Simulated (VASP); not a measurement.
# Ba (Fm-3m) in VASP: density of states with PBE

Aim: the density of states of Ba with PBE.

Program: VASP 6.6.1. These are calculated values, not measurements. Logs are shortened: lines on timing, memory, paths and dates and some standing lists are left out, and cuts for length are marked.

## (1) The cell of the first run

Symmetry: Fm-3m, No. 225, cubic system. Conventional cell: a = 6.348 Å, b = 6.348 Å, c = 6.348 Å, α = 90.00°, β = 90.00°, γ = 90.00°. Ba (site symmetry m-3m) has 12 Ba at 4.49 Å within 5.9 Å.

## (2) Density of states, PBE, non-collinear spin, zero start, spin-orbit coupling

File POSCAR:

```
Ba
1.0
    0.0000000000      3.1738720792      3.1738720792
    3.1738720792      0.0000000000      3.1738720792
    3.1738720792      3.1738720792      0.0000000000
Ba
1
Direct
    0.0000000000      0.0000000000      0.0000000000
```

File INCAR.step1:

```
ALGO = Normal
EDIFF = 1E-6
ENCUT = 520
GGA = PE
GGA_COMPAT = False
ISIF = 2
ISMEAR = 0
LASPH = True
LCHARG = True
LORBMOM = True
LREAL = False
LSORBIT = True
LWAVE = False
MAGMOM = 0 0 0
NBANDS = 21
NELM = 150
PREC = Accurate
SIGMA = 0.05
```

File KPOINTS.step1:

```
k-points
0
Gamma
  12 12 12
```

File INCAR.step2:

```
ALGO = Normal
EDIFF = 1E-6
ENCUT = 520
GGA = PE
GGA_COMPAT = False
ICHARG = 11
ISIF = 2
ISMEAR = -5
LASPH = True
LCHARG = False
LORBIT = 11
LORBMOM = True
LREAL = False
LSORBIT = True
LWAVE = False
MAGMOM = 0 0 0
NEDOS = 1001
NELM = 150
PREC = Accurate
SIGMA = 0.05
```

File KPOINTS.step2:

```
k-points
0
Gamma
  18 18 18
```

Potentials or basis: VASP PAW PBE potentials, release 64 (Ba_sv).

On the command line:

```console
$ cat potpaw_PBE.64/Ba_sv/POTCAR > POTCAR
$ cp INCAR.step1 INCAR
$ cp KPOINTS.step1 KPOINTS
$ mpirun -np 1 vasp_ncl > vasp.out
$ cp INCAR.step2 INCAR
$ cp KPOINTS.step2 KPOINTS
$ mpirun -np 1 vasp_ncl > vasp.out
```

OUTCAR:

```text
EDIFF = 1E-6
   ENCUT = 520
   GGA = PE
   ICHARG = 11
   ISIF = 2
   ISMEAR = -5
   LASPH = True
   LORBIT = 11
   LREAL = False
   LSORBIT = True
   NELM = 150
   PREC = Accurate

 ion  position               nearest neighbor table
   1  0.000  0.000  0.000-

  LATTYP: Found a face centered cubic cell.
 ALAT       =     6.3477441584

  Lattice vectors:

 A1 = (   0.0000000000,   3.1738720792,   3.1738720792)
 A2 = (   3.1738720792,   0.0000000000,   3.1738720792)
 A3 = (   3.1738720792,   3.1738720792,   0.0000000000)

Analysis of symmetry for initial positions (statically):
=====================================================================
 Subroutine PRICEL returns:
 Original cell was already a primitive cell.

 Routine SETGRP: Setting up the symmetry group for a
 face centered cubic supercell.

 Subroutine GETGRP returns: Found 48 space group operations
 (whereof 48 operations were pure point group operations)
 out of a pool of 48 trial point group operations.

The static configuration has the point symmetry O_h .

Analysis of symmetry for dynamics (positions and initial velocities):
=====================================================================
 Subroutine PRICEL returns:
 Original cell was already a primitive cell.

 Routine SETGRP: Setting up the symmetry group for a
 face centered cubic supercell.

 Subroutine GETGRP returns: Found 48 space group operations
 (whereof 48 operations were pure point group operations)
 out of a pool of 48 trial point group operations.

The dynamic configuration has the point symmetry O_h .

Analysis of structural, dynamic, and magnetic symmetry:
=====================================================================
 Subroutine PRICEL returns:
 Original cell was already a primitive cell.

 Routine SETGRP: Setting up the symmetry group for a
 face centered cubic supercell.

 Subroutine GETGRP returns: Found 48 space group operations
 (whereof 48 operations were pure point group operations)
 out of a pool of 48 trial point group operations.

The overall configuration has the point symmetry O_h .

 Subroutine INISYM returns: Found 48 space group operations
 (whereof 48 operations are pure point group operations),
 and found     1 'primitive' translations

[... 147 lines left out ...]

 k-point     1 :       0.0000    0.0000    0.0000
  band No.  band energies     occupation
      1     -27.2981      1.00000
      2     -27.2981      1.00000
      3     -13.6280      1.00000
      4     -13.6280      1.00000
      5     -11.6231      1.00000
      6     -11.6231      1.00000
[... 481 lines left out ...]
      5     -11.7956      1.00000
      6     -11.7956      1.00000
[... 10 lines left out ...]
     17       4.5858      0.00000
     18       4.5870      0.00000

 [... further k-points ...]

------------------------ aborting loop because EDIFF is reached ----------------------------------------

  FORCE on cell =-STRESS in cart. coord.  units (eV):
  Direction    XX          YY          ZZ          XY          YZ          ZX
  --------------------------------------------------------------------------------------
  -------------------------------------------------------------------------------------
  Total        0.0086878      0.0086878      0.0086878     -0.0000000     -0.0000000     -0.0000000
  in kB        0.2176830      0.2176830      0.2176830     -0.0000000     -0.0000000     -0.0000000
  external PRESSURE =       0.2176830 kB  Pullay stress =       0.0000000 kB

 VOLUME and BASIS-vectors are now :
 -----------------------------------------------------------------------------
  energy-cutoff  :      520.00
  volume of cell :       63.94
      direct lattice vectors                 reciprocal lattice vectors
     0.000000000  3.173872079  3.173872079    -0.157536280  0.157536280  0.157536280
     3.173872079  0.000000000  3.173872079     0.157536280 -0.157536280  0.157536280
     3.173872079  3.173872079  0.000000000     0.157536280  0.157536280 -0.157536280

 POSITION                                       TOTAL-FORCE (eV/Angst)
 -----------------------------------------------------------------------------------
      0.00000      0.00000      0.00000         0.000000      0.000000      0.000000
 -----------------------------------------------------------------------------------
    total drift:                                0.000000      0.000000      0.000000

  FREE ENERGIE OF THE ION-ELECTRON SYSTEM (eV)
  ---------------------------------------------------
  free  energy   TOTEN  =        -2.0896750176 eV

  energy  without entropy=       -2.0896750176  energy(sigma->0) =       -2.08967502

 orbital moment (x)

 # of ion     p       d       tot
 ----------------------------------------
  1         0.000  -0.000  -0.000
 ----------------------------------------
            0.000  -0.000  -0.000

 orbital moment (y)

 # of ion     p       d       tot
 ----------------------------------------
  1         0.000   0.000   0.000
 ----------------------------------------
            0.000   0.000   0.000

 orbital moment (z)

 # of ion     p       d       tot
 ----------------------------------------
  1         0.000   0.000   0.000
 ----------------------------------------
            0.000   0.000   0.000

 Spin-Orbit-Coupling matrix elements

 Ion:    1  E_soc:     -0.3986941
 l=   1
     0.0000000    -0.0663377    -0.0663377
    -0.0663377     0.0000000    -0.0663377
    -0.0663377    -0.0663377     0.0000000
 l=   2
     0.0000000    -0.0000053     0.0000000    -0.0000053    -0.0001060
    -0.0000053     0.0000000    -0.0000795    -0.0000053    -0.0000265
     0.0000000    -0.0000795     0.0000000    -0.0000795     0.0000000
    -0.0000053    -0.0000053    -0.0000795     0.0000000    -0.0000265
    -0.0001060    -0.0000265     0.0000000    -0.0000265     0.0000000
 l=   3
     0.0000000     0.0000000     0.0000000     0.0000000     0.0000000     0.0000000     0.0000000
     0.0000000     0.0000000     0.0000000     0.0000000     0.0000000     0.0000000     0.0000000
     0.0000000     0.0000000     0.0000000     0.0000000     0.0000000     0.0000000     0.0000000
     0.0000000     0.0000000     0.0000000     0.0000000     0.0000000     0.0000000     0.0000000
     0.0000000     0.0000000     0.0000000     0.0000000     0.0000000     0.0000000     0.0000000
     0.0000000     0.0000000     0.0000000     0.0000000     0.0000000     0.0000000     0.0000000
     0.0000000     0.0000000     0.0000000     0.0000000     0.0000000     0.0000000     0.0000000

 total charge

# of ion       s       p       d       tot
------------------------------------------
    1        2.071   5.547   0.269   7.887

 magnetization (x)

# of ion       s       p       d       tot
------------------------------------------
    1        0.000   0.000   0.000   0.000

 magnetization (y)

# of ion       s       p       d       tot
------------------------------------------
    1       -0.000   0.000  -0.000  -0.000

 magnetization (z)

# of ion       s       p       d       tot
------------------------------------------
    1       -0.000   0.000   0.000  -0.000
```

Wall time 4.3 min (1 thread of Intel Xeon Platinum 8488C (Sapphire Rapids), shared host); peak memory 0.56 GiB.

Results:

* Net moment: 0.00 μB per cell
* Valence electrons inside the program's atomic spheres: Ba 7.89

Moments on the atoms (μB; x, y, z):
```
Ba  0.00 0.00 0.00
```
